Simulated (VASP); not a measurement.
Input of a VASP 6.6.1 run:

Contents of INCAR:

```
PREC     = Accurate       # precision mode
ENCUT    = 520            # plane-wave cutoff, eV
EDIFF    = 1E-7           # SCF threshold, eV
ISMEAR   = -1             # smearing method
SIGMA    = 0.1            # smearing width, eV
LREAL    = False          # projectors in reciprocal space
LASPH    = True           # aspherical terms in the spheres
NELM     = 60             # most SCF steps
ALGO     = Normal         # electronic algorithm
ISIF     = 2              # what is computed and relaxed
LWAVE    = False          # write WAVECAR
LCHARG   = True           # write CHGCAR
GGA      = RP             # functional
LELF     = True           # ELF
LVHAR    = True         
NBANDS   = 11             # bands
```

File KPOINTS:

```
Automatic mesh
0
Gamma
  16 16 16
```

The input POSCAR:

```
Pt
1.0
   -1.6530798442      1.6530798442      1.6530798442
    1.6530798442     -1.6530798442      1.6530798442
    1.6530798442      1.6530798442     -1.6530798442
Pt
1
Direct
    0.0000000000      0.0000000000      0.0000000000
```

Potentials or basis: VASP PAW PBE potentials, release 64 (Pt).

Launch:

```sh
$ cat potpaw_PBE.64/Pt/POTCAR > POTCAR
$ mpirun -np 1 vasp_std > vasp.out
```

(1) Predict the pressure.

(2) What does it give for the band gap on the k mesh?

Results:

(1) -18.3 GPa.

(2) zero (band 5 reaches 8.85 eV, above the bottom of band 6 at 7.17 eV).

Caveat: the PAW data sets were made with another functional, which shifts forces and pressure a little; spin-orbit coupling is left out, which moves the levels of the heavy elements.
